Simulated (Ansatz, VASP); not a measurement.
## Two plane-wave programs on CO2

INCAR

```
SYSTEM = CO2
ALGO = Normal
EDIFF = 1E-6
ENCUT = 520
GGA = PE
ISIF = 2
ISMEAR = 0
LASPH = .TRUE.
LCHARG = .TRUE.
LELF = .TRUE.
LREAL = .FALSE.
LVHAR = .TRUE.
LWAVE = .FALSE.
NBANDS = 44
NELM = 100
PREC = Accurate
SIGMA = 0.05
```

File KPOINTS:

```
k-points
0
G
  4 4 4
  0 0 0
```

File POSCAR:

```
CO2
1.0
    5.7157459363      0.0000000000      0.0000000000
    0.0000000000      5.7157459363      0.0000000000
    0.0000000000      0.0000000000      5.7157459363
C O
4 8
Direct
    0.0000000000      0.0000000000      0.0000000000
    0.5000000000      0.0000000000      0.5000000000
    0.5000000000      0.5000000000      0.0000000000
    0.0000000000      0.5000000000      0.5000000000
    0.1114834447      0.1114834447      0.1114834447
    0.3885165553      0.8885165553      0.6114834447
    0.6114834447      0.3885165553      0.8885165553
    0.8885165553      0.6114834447      0.3885165553
    0.8885165553      0.8885165553      0.8885165553
    0.6114834447      0.1114834447      0.3885165553
    0.3885165553      0.6114834447      0.1114834447
    0.1114834447      0.3885165553      0.6114834447
```

Input for Ansatz:

```yaml
crystal:
  lattice:
    - [5.7157459363, 0.0, 0.0]
    - [0.0, 5.7157459363, 0.0]
    - [0.0, 0.0, 5.7157459363]
  atoms:
    - { symbol: C, position: [0.0, 0.0, 0.0] }
    - { symbol: C, position: [0.5, 0.0, 0.5] }
    - { symbol: C, position: [0.5, 0.5, 0.0] }
    - { symbol: C, position: [0.0, 0.5, 0.5] }
    - { symbol: O, position: [0.1114834447, 0.1114834447, 0.1114834447] }
    - { symbol: O, position: [0.3885165553, 0.8885165553, 0.6114834447] }
    - { symbol: O, position: [0.6114834447, 0.3885165553, 0.8885165553] }
    - { symbol: O, position: [0.8885165553, 0.6114834447, 0.3885165553] }
    - { symbol: O, position: [0.8885165553, 0.8885165553, 0.8885165553] }
    - { symbol: O, position: [0.6114834447, 0.1114834447, 0.3885165553] }
    - { symbol: O, position: [0.3885165553, 0.6114834447, 0.1114834447] }
    - { symbol: O, position: [0.1114834447, 0.3885165553, 0.6114834447] }
basis:
  ecutwfc: 520.0
kpoints:
  mp_grid: { grid: [4, 4, 4] }
hamiltonian:
  xc: pbe
scf:
  occupations: { method: gaussian, width: 0.05 }
output:
  forces: true
  stress: true
  eigenvalues: true
```

Alike in both runs: task single point; functional PBE; k mesh 4 × 4 × 4; occupations gaussian, width 0.05 eV; no spin polarisation.

|  | VASP | Ansatz |
| --- | --- | --- |
| version | VASP 6.6.1 | Ansatz 0.2.0 |
| potentials or method | VASP PAW PBE potentials, release 64 (C, O), cutoff 520 eV | scalar-relativistic, plane waves, PAW |
| valence electrons in the cell | 64 | 64 |

|  | VASP | Ansatz | Ansatz less VASP |
| --- | --- | --- | --- |
| gap on the k mesh at the Fermi level (eV) | 7.24 | 7.25 | +0.009 |
| least direct gap on the mesh (eV) | 7.24 | 7.25 | +0.009 |
| pressure (GPa) | 24.0 | 21.7 | -2.29 |
| rms of the force components (eV/Å) | 4.447 | 3.959 | -0.4883 |

Atom by atom the forces differ by 0.488 eV/Å (rms over components).

Noted on VASP's run: the standard files for N, O and F lose accuracy on very short bonds.
